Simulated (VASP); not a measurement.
# KMo2 (P6_3/mmc) in VASP: notebook, part 2 of 2

VASP 6.6.1. The steps go on from the part before.

## Step 3: Single point, PBE

This run uses another cell than the first one, of 20.70 Å³/atom.

The input, INCAR:

```
SYSTEM = KMo2
  PREC = Accurate
  ENCUT = 500
  EDIFF = 1E-6
  ISMEAR = 0
  SIGMA = 0.1
  LREAL = .FALSE.
  LASPH = .TRUE.
  NELM = 120
  ALGO = Normal
  ISIF = 2
  LWAVE = .FALSE.
  LCHARG = .FALSE.
  GGA = PE
  NBANDS = 46
  GGA_COMPAT = .FALSE.
```

The input, KPOINTS:

```
regular mesh
0
G
  6 6 2
  0 0 0
```

The input, POSCAR:

```
KMo2
1.0
    3.3281688081      0.0000000000      0.0000000000
   -1.6640844040      2.8822787359      0.0000000000
    0.0000000000      0.0000000000     12.9452118830
K Mo
2 4
Direct
    0.3333333333      0.6666666667      0.2500000000
    0.6666666667      0.3333333333      0.7500000000
    0.3333333333      0.6666666667      0.6275000000
    0.6666666667      0.3333333333      0.1275000000
    0.3333333333      0.6666666667      0.8725000000
    0.6666666667      0.3333333333      0.3725000000
```

Potentials or basis: VASP PAW PBE potentials, release 64 (K_sv, Mo_sv).

Launch:

```sh
> cat potpaw_PBE.64/K_sv/POTCAR potpaw_PBE.64/Mo_sv/POTCAR > POTCAR
> mpirun -np 1 vasp_std > vasp.out
```

OUTCAR:

```text
SYSTEM = KMo2
   PREC = Accurate
   ENCUT = 500
   EDIFF = 1E-6
   ISMEAR = 0
   LREAL = .FALSE.
   LASPH = .TRUE.
   NELM = 120
   ISIF = 2
   GGA = PE

 ion  position               nearest neighbor table
   1  0.333  0.667  0.250-   4 2.49   6 2.49   4 2.49   6 2.49   4 2.49   6 2.49
   2  0.667  0.333  0.750-   3 2.49   5 2.49   3 2.49   5 2.49   3 2.49   5 2.49
   3  0.333  0.667  0.627-   2 2.49   2 2.49   2 2.49   5 3.17
   4  0.667  0.333  0.127-   1 2.49   1 2.49   1 2.49   6 3.17
   5  0.333  0.667  0.873-   2 2.49   2 2.49   2 2.49   3 3.17
   6  0.667  0.333  0.373-   1 2.49   1 2.49   1 2.49   4 3.17

  LATTYP: Found a hexagonal cell.
 ALAT       =     3.3281688081
 C/A-ratio  =     3.8895899305

  Lattice vectors:

 A1 = (   3.3281688081,   0.0000000000,   0.0000000000)
 A2 = (  -1.6640844040,   2.8822787359,   0.0000000000)
 A3 = (   0.0000000000,   0.0000000000,  12.9452118830)

Analysis of symmetry for initial positions (statically):
=====================================================================
 Subroutine PRICEL returns:
 Original cell was already a primitive cell.

 Routine SETGRP: Setting up the symmetry group for a
 hexagonal supercell.

 Subroutine GETGRP returns: Found 24 space group operations
 (whereof 12 operations were pure point group operations)
 out of a pool of 24 trial point group operations.

The static configuration has the point symmetry D_3d.
 The point group associated with its full space group is D_6h.

Analysis of symmetry for dynamics (positions and initial velocities):
=====================================================================
 Subroutine PRICEL returns:
 Original cell was already a primitive cell.

 Routine SETGRP: Setting up the symmetry group for a
 hexagonal supercell.

 Subroutine GETGRP returns: Found 24 space group operations
 (whereof 12 operations were pure point group operations)
 out of a pool of 24 trial point group operations.

The dynamic configuration has the point symmetry D_3d.
 The point group associated with its full space group is D_6h.

 Subroutine INISYM returns: Found 24 space group operations
 (whereof 12 operations are pure point group operations),
 and found     1 'primitive' translations

----------------------------------------------------------------------------------------

                                     Primitive cell

  volume of cell :     124.1797

  direct lattice vectors                    reciprocal lattice vectors
     3.328168808  0.000000000  0.000000000     0.300465529  0.173473854  0.000000000
    -1.664084404  2.882278736  0.000000000     0.000000000  0.346947708  0.000000000
     0.000000000  0.000000000 12.945211883     0.000000000  0.000000000  0.077248639

  length of vectors
     3.328168808  3.328168808 12.945211883     0.346947708  0.346947708  0.077248639

  position of ions in fractional coordinates (direct lattice)
     0.333333333  0.666666667  0.250000000
     0.666666667  0.333333333  0.750000000
     0.333333333  0.666666667  0.627500000
     0.666666667  0.333333333  0.127500000
     0.333333333  0.666666667  0.872500000
     0.666666667  0.333333333  0.372500000

  ion indices of the primitive-cell ions
   primitive index   ion index
                 1           1
                 2           2
                 3           3
                 4           4
[... 37 lines left out ...]
  0.333333  0.333333  0.000000      2.000000
  0.000000  0.000000  0.500000      1.000000
  0.166667  0.000000  0.500000      6.000000
  0.333333 -0.000000  0.500000      6.000000
  0.500000 -0.000000  0.500000      3.000000
  0.166667  0.166667  0.500000      6.000000
  0.333333  0.166667  0.500000     12.000000
  0.333333  0.333333  0.500000      2.000000
   k-points           NKPTS =     14   k-points in BZ     NKDIM =     14   number of bands    NBANDS=     46
   number of dos      NEDOS =    301   number of ions     NIONS =      6
   total plane-waves  NPLWV =  55296
   dimension x,y,z NGX =    24 NGY =   24 NGZ =   96
   dimension x,y,z NGXF=    48 NGYF=   48 NGZF=  192
   ions per type =               2   4
   NGX,Y,Z   is equivalent  to a cutoff of  11.99, 11.99, 12.33 a.u.
   NGXF,Y,Z  is equivalent  to a cutoff of  23.98, 23.98, 24.66 a.u.
 SYSTEM =  KMo2
   PREC   = accura    normal or accurate (medium, high low for compatibility)
   ISTART =      0    job   : 0-new  1-cont  2-samecut
   ICHARG =      2    charge: 1-file 2-atom 10-const
   ISPIN  =      1    spin polarized calculation?
   LNONCOLLINEAR =      F non collinear calculations
   LSORBIT =      F    spin-orbit coupling
   LASPH  =      T    aspherical Exc in radial PAW
   ENCUT  =  500.0 eV  36.75 Ry    6.06 a.u.   6.07  6.07 23.60*2*pi/ulx,y,z
   NELM   =    120;   NELMIN=  2; NELMDL= -5     # of ELM steps
   EDIFF  = 0.1E-05   stopping-criterion for ELM
   LREAL  =      F    real-space projection
   EDIFFG = 0.1E-04   stopping-criterion for IOM
   NSW    =      0    number of steps for IOM
   IBRION =     -1    ionic relax: 0-MD 1-quasi-New 2-CG
   NFREE  =      0    steps in history (QN), initial steepest desc. (CG)
   ISIF   =      2    stress and relaxation
   ISYM   =      2    0-nonsym 1-usesym 2-fastsym
   POTIM  = 0.5000    time-step for ionic-motion
   TEBEG  =    0.0;   TEEND  =   0.0 temperature during run
   PSTRESS=    0.0 pullay stress
   NELECT =      74.0000    total number of electrons
   NUPDOWN=      -1.0000    fix difference up-down
   EMIN   =  10.00;   EMAX   =-10.00  energy-range for DOS
   EFERMI =   0.00;   METHOD = LEGACY
   ISMEAR =     0;   SIGMA  =   0.10  broadening in eV -4-tet -1-fermi 0-gaus
   EFERMI_NEDOS =   21; number of points for ismear=-14 and -15
   IALGO  =     38    algorithm
   IMIX   =      4    mixing-type and parameters
     AMIX     =   0.40;   BMIX     =  1.00
     AMIX_MAG =   1.60;   BMIX_MAG =  1.00
  volume/ion in A,a.u.               =      20.70       139.67
  Fermi-wavevector in a.u.,A,eV,Ry     =   1.377638  2.603359 25.822328  1.897888
  Thomas-Fermi vector in A             =   2.502773
   LORBIT       =      0    0 simple, 1 ext, 2 COOP (PROOUT), +10 PAW based schemes
   GGA     = PE    functional components
   LHFCALC =     F    Hartree Fock is set to
   AEXX    =    0.0000 exact exchange contribution
   IVDW    =     0    specifies the selected vdW correction
   LEPSILON=     F    determine dielectric tensor
   LRPA    =     F    only Hartree local field effects (RPA)
 non-spin polarized calculation
 Gauss-broadening in eV      SIGMA  =   0.10
  energy-cutoff  :      500.00
  volume of cell :      124.18
 maximum number of plane-waves:      3210
   NGX = 13   NGY = 13   NGZ = 47

 number of electron      73.9999996 magnetization

 Free energy of the ion-electron system (eV)
  ---------------------------------------------------
  ext. energy  EPLUGINS =         0.00000000
  ---------------------------------------------------
  free energy    TOTEN  =       -21.67353923 eV

  energy without entropy =      -21.60987207  energy(sigma->0) =      -21.64170565

 E-fermi :   6.3506     XC(G=0): -11.0553

 val. band max:        6.3451049590   @ k =   0.3333  -0.0000   0.0000
 cond. band min:       6.3569586168   @ k =   0.1667   0.1667   0.5000
 fundamental gap:      0.0118536578
 Fermi energy:         6.3506069788

 k-point     1 :       0.0000    0.0000    0.0000
  band No.  band energies     occupation
      1     -54.5074      2.00000
      2     -54.5059      2.00000
      3     -54.4948      2.00000
      4     -54.4932      2.00000
      5     -28.9554      2.00000
      6     -28.9309      2.00000
[... 675 lines left out ...]
     45       9.7573      0.00000
     46       9.7573      0.00000

------------------------ aborting loop because EDIFF is reached ----------------------------------------

  FORCE on cell =-STRESS in cart. coord.  units (eV):
  Direction    XX          YY          ZZ          XY          YZ          ZX
  --------------------------------------------------------------------------------------
  -------------------------------------------------------------------------------------
  Total        0.2282222      0.2282222      5.7218615      0.0000000     -0.0000000      0.0000000
  in kB        2.9445432      2.9445432     73.8239773      0.0000000     -0.0000000      0.0000000
  external PRESSURE =      26.5710212 kB  Pullay stress =       0.0000000 kB

 VOLUME and BASIS-vectors are now :
 -----------------------------------------------------------------------------
  energy-cutoff  :      500.00
  volume of cell :      124.18
      direct lattice vectors                 reciprocal lattice vectors
     3.328168808  0.000000000  0.000000000     0.300465529  0.173473854  0.000000000
    -1.664084404  2.882278736  0.000000000     0.000000000  0.346947708  0.000000000
     0.000000000  0.000000000 12.945211883     0.000000000  0.000000000  0.077248639

 POSITION                                       TOTAL-FORCE (eV/Angst)
 -----------------------------------------------------------------------------------
     -0.00000      1.92152      3.23630        -0.000000      0.000000      0.000000
      1.66408      0.96076      9.70891         0.000000      0.000000      0.000000
     -0.00000      1.92152      8.12312        -0.000000     -0.000000     -3.851084
      1.66408      0.96076      1.65051         0.000000      0.000000     -3.851084
     -0.00000      1.92152     11.29470        -0.000000      0.000000      3.851084
      1.66408      0.96076      4.82209         0.000000      0.000000      3.851084
 -----------------------------------------------------------------------------------
    total drift:                               -0.000000      0.000000     -0.000000

  FREE ENERGIE OF THE ION-ELECTRON SYSTEM (eV)
  ---------------------------------------------------
  free  energy   TOTEN  =       -21.6735392272 eV

  energy  without entropy=      -21.6098720718  energy(sigma->0) =      -21.64170565
```

It took 55 s on 1 thread of Intel Xeon Platinum 8259CL at 2.50GHz (Skylake/Cascade Lake), shared host; peak memory 0.24 GiB.

Results:

| Quantity | Value |
| --- | --- |
| Free energy | -21.6735 eV |
| Pressure | 2.7 GPa |
| Largest force | 3.851 eV/Å |
| Band gap on the k mesh | zero (bands 37 and 38 overlap by 1.54 eV) |

Forces on the atoms (eV/Å):
```
K    0.000  0.000  0.000
K    0.000  0.000  0.000
Mo   0.000  0.000 -3.851
Mo   0.000  0.000 -3.851
Mo   0.000  0.000  3.851
Mo   0.000  0.000  3.851
```

Stress tensor (GPa, compression positive):
```
0.29 0.00 0.00
0.00 0.29 0.00
0.00 0.00 7.38
```

Caveat: the k points lie up to 0.36 Å⁻¹ apart, too coarse for converged energies and pressures of a metal; forces of over 1 eV/Å act on the atoms, so gaps and moduli don't describe the material at rest.

## Step 4: Relaxation of cell and atoms, PBE

This run uses another cell than the first one, of 23.45 Å³/atom.

The input, INCAR:

```
SYSTEM = KMo2
PREC = Accurate
ENCUT = 500
EDIFF = 1E-7
ISMEAR = 0
SIGMA = 0.1
LREAL = .False.
LASPH = .True.
NELM = 120
ALGO = Normal
ISIF = 3
LWAVE = .False.
LCHARG = .False.
GGA = PE
IBRION = 2
NSW = 90
EDIFFG = -0.04
GGA_COMPAT = .False.
NELMIN = 4
```

The input, KPOINTS:

```
regular mesh
0
Gamma
  6 6 1
  0 0 0
```

The input, POSCAR:

```
KMo2
1.0
    3.2267366420      0.0000000000      0.0000000000
   -1.6133683210      2.7944359033      0.0000000000
    0.0000000000      0.0000000000     15.6045342124
K Mo
2 4
Direct
    0.3333333333      0.6666666667      0.2500000000
    0.6666666667      0.3333333333      0.7500000000
    0.3333333333      0.6666666667      0.5508642863
    0.6666666667      0.3333333333      0.0508642863
    0.3333333333      0.6666666667      0.9491357137
    0.6666666667      0.3333333333      0.4491357137
```

Launch:

```sh
> cat potpaw_PBE.64/K_sv/POTCAR potpaw_PBE.64/Mo_sv/POTCAR > POTCAR
> mpirun -np 1 vasp_std > vasp.out
```

Wall time 2.3 min (1 thread of Intel Xeon Platinum 8259CL at 2.50GHz (Skylake/Cascade Lake), shared host); peak memory 0.26 GiB.

It converged, with:

```
Free energy                           : -40.0777 eV
Relaxed volume                        : 23.83 Å³/atom
Relaxed cell                          : a = 3.223 Å, b = 3.223 Å, c = 15.893 Å, α = 90.00°, β = 90.00°, γ = 120.00°
Space group after relaxing (to 0.1 Å) : P6_3/mmc (No. 194)
Energy gained by relaxing             : 2.6 meV/atom
Ionic steps                           : 4
Pressure after relaxing               : -0.1 GPa
Largest force after relaxing          : 0.039 eV/Å
Band gap on the k mesh                : zero (bands 37 and 38 overlap by 2.44 eV)
```

Forces in eV/Å, atoms in the order of the input:
```
K    0.000  0.000  0.000
K    0.000  0.000  0.000
Mo   0.000  0.000 -0.039
Mo   0.000  0.000 -0.039
Mo   0.000  0.000  0.039
Mo   0.000  0.000  0.039
```

Stress tensor (GPa, compression positive):
```
-0.23  0.00  0.00
 0.00 -0.23  0.00
 0.00  0.00  0.14
```

Step by step:
| step | energy change (eV) | largest force (eV/Å) | pressure (GPa) | volume (Å³) |
| --- | --- | --- | --- | --- |
| 1 | 0.0000 | 0.0115 | 0.78 | 140.70 |
| 2 | -0.0078 | 0.2432 | -0.67 | 143.04 |
| 3 | -0.0081 | 0.1984 | -0.41 | 142.61 |
| 4 | -0.0153 | 0.0392 | -0.10 | 142.99 |

Final structure:
```
CELL_PARAMETERS angstrom
3.22314 0.00000 0.00000
-1.61157 2.79132 0.00000
0.00000 0.00000 15.89346
ATOMIC_POSITIONS crystal
K 0.33333 0.66667 0.25000
K 0.66667 0.33333 0.75000
Mo 0.33333 0.66667 0.55048
Mo 0.66667 0.33333 0.05048
Mo 0.33333 0.66667 0.94952
Mo 0.66667 0.33333 0.44952
```

Levels at points of the mesh, in eV from the Fermi level:
| k point | band 33 | band 34 | band 35 | band 36 | band 37 | band 38 | band 39 | band 40 | band 41 | band 42 |
| --- | --- | --- | --- | --- | --- | --- | --- | --- | --- | --- |
| (0.00, 0.00, 0.00) | -2.10 | -1.90 | -1.90 | -1.90 | -1.90 | -1.58 | -1.07 | 0.12 | 1.59 | 1.81 |
| (0.50, 0.00, 0.00) | -1.01 | -0.67 | -0.66 | -0.35 | 0.85 | 1.03 | 1.06 | 1.63 | 1.63 | 1.79 |

Caveat: the k points lie up to 0.40 Å⁻¹ apart in the final cell, too coarse for converged energies and pressures of a metal.

## Step 5: Relaxation of cell and atoms, PBE

This run uses another cell than the first one, of 20.70 Å³/atom.

The input, INCAR:

```
SYSTEM = KMo2
  ALGO = Normal
  EDIFF = 1E-7
  EDIFFG = -0.04
  ENCUT = 500
  GGA = PE
  GGA_COMPAT = .False.
  IBRION = 2
  ISIF = 3
  ISMEAR = 0
  LASPH = .True.
  LCHARG = .False.
  LREAL = .False.
  LWAVE = .False.
  NELM = 120
  NELMIN = 4
  NSW = 90
  PREC = Accurate
  SIGMA = 0.1
```

The input, KPOINTS:

```
k-points
0
Gamma
  6 6 2
  0 0 0
```

The input, POSCAR:

```
KMo2
1.0
    3.3281688081      0.0000000000      0.0000000000
   -1.6640844040      2.8822787359      0.0000000000
    0.0000000000      0.0000000000     12.9452118830
K Mo
2 4
Direct
    0.3333333333      0.6666666667      0.2500000000
    0.6666666667      0.3333333333      0.7500000000
    0.3333333333      0.6666666667      0.6275000000
    0.6666666667      0.3333333333      0.1275000000
    0.3333333333      0.6666666667      0.8725000000
    0.6666666667      0.3333333333      0.3725000000
```

Launch:

```sh
> cat potpaw_PBE.64/K_sv/POTCAR potpaw_PBE.64/Mo_sv/POTCAR > POTCAR
> mpirun -np 1 vasp_std > vasp.out
```

Run time: 26 min. Hardware: 1 thread of Intel Xeon Platinum 8259CL at 2.50GHz (Skylake/Cascade Lake), shared host; peak memory 0.27 GiB.

It converged, with:

```yaml
Free_energy: -39.8008 eV
Relaxed_volume: 23.68 Å³/atom
Relaxed_cell: a = 3.171 Å, b = 3.171 Å, c = 16.316 Å, α = 90.00°, β = 90.00°, γ = 120.00°
Space_group_after_relaxing_to_0.1_Å: P6_3/mmc (No. 194)
Pressure_after_relaxing: 0.0 GPa
Largest_force_after_relaxing: 0.027 eV/Å
Band_gap_on_the_k_mesh: zero (bands 37 and 38 overlap by 2.77 eV)
```

Forces on the atoms (eV/Å):
```
K    0.000  0.000  0.000
K    0.000  0.000  0.000
Mo   0.000  0.000 -0.027
Mo   0.000  0.000 -0.027
Mo   0.000  0.000  0.027
Mo   0.000  0.000  0.027
```

Stress tensor (GPa, compression positive):
```
 0.15  0.00  0.00
 0.00  0.15  0.00
 0.00  0.00 -0.25
```

Final structure:
```
K Mo
1.0
     3.17103    0.00000    0.00000
    -1.58551    2.74619    0.00000
     0.00000    0.00000   16.31582
K Mo
2 4
Direct
  0.33333 0.66667 0.25000
  0.66667 0.33333 0.75000
  0.33333 0.66667 0.44946
  0.66667 0.33333 0.94946
  0.33333 0.66667 0.05054
  0.66667 0.33333 0.55054
```

Levels at points of the mesh, in eV from the Fermi level:
| k point | band 34 | band 35 | band 36 | band 37 | band 38 | band 39 | band 40 | band 41 | band 42 | band 43 |
| --- | --- | --- | --- | --- | --- | --- | --- | --- | --- | --- |
| (0.00, 0.00, 0.00) | -1.90 | -1.90 | -1.90 | -1.90 | -1.64 | -1.20 | 0.00 | 1.01 | 1.05 | 2.05 |
| (0.50, 0.00, 0.00) | -0.78 | -0.45 | -0.39 | 0.87 | 1.01 | 1.18 | 1.28 | 1.76 | 1.76 | 1.91 |
| (0.00, 0.00, 0.50) | -2.10 | -1.90 | -1.90 | -1.90 | -1.90 | -0.45 | -0.45 | 1.03 | 1.03 | 2.05 |
| (0.50, 0.00, 0.50) | -0.98 | -0.35 | -0.35 | 0.87 | 0.87 | 1.23 | 1.23 | 1.76 | 1.76 | 1.93 |

Caveat: the k points lie up to 0.38 Å⁻¹ apart in the final cell, too coarse for converged energies and pressures of a metal; a cell axis changed by over 15 % at a fixed basis, so the end point is rough.

## Step 6: Summary

```csv
task,cell,k mesh,gap on the mesh (eV),pressure (GPa),relaxed volume (Å³/atom),largest force (eV/Å)
single point,"a = 3.221, b = 3.221, c = 15.900 Å, angles 90.0, 90.0, 120.0°, 6 atoms, atomic positions A",6 × 6 × 1,none,0.4,-,0.13
single point,"a = 3.328, b = 3.328, c = 12.945 Å, angles 90.0, 90.0, 120.0°, 6 atoms, atomic positions B",6 × 6 × 2,none,2.7,-,3.85
relaxation of cell and atoms,"relaxed from a = 3.227, b = 3.227, c = 15.605 Å, angles 90.0, 90.0, 120.0°, 6 atoms, atomic positions C",6 × 6 × 1,none,-0.1,23.83,0.04
relaxation of cell and atoms,"relaxed from a = 3.328, b = 3.328, c = 12.945 Å, angles 90.0, 90.0, 120.0°, 6 atoms, atomic positions B",6 × 6 × 2,none,0.0,23.68,0.03
```

Alike in all rows: level PBE; potentials or basis VASP PAW PBE potentials, release 64 (K_sv, Mo_sv); no spin polarisation; cutoff (eV) 500; smearing gaussian 0.1 eV.

Caveats: all runs use coarse meshes; forces of over 1 eV/Å act on the atoms, so gaps and moduli don't describe the material at rest (at least some runs); a cell axis changed by over 15 % at a fixed basis, so the end point is rough (at least some runs).

Total energies depend on the potentials used, so only differences within one code and one set of settings carry meaning.

The gap in the log of VASP goes by the Fermi energy; the results here count the filled bands.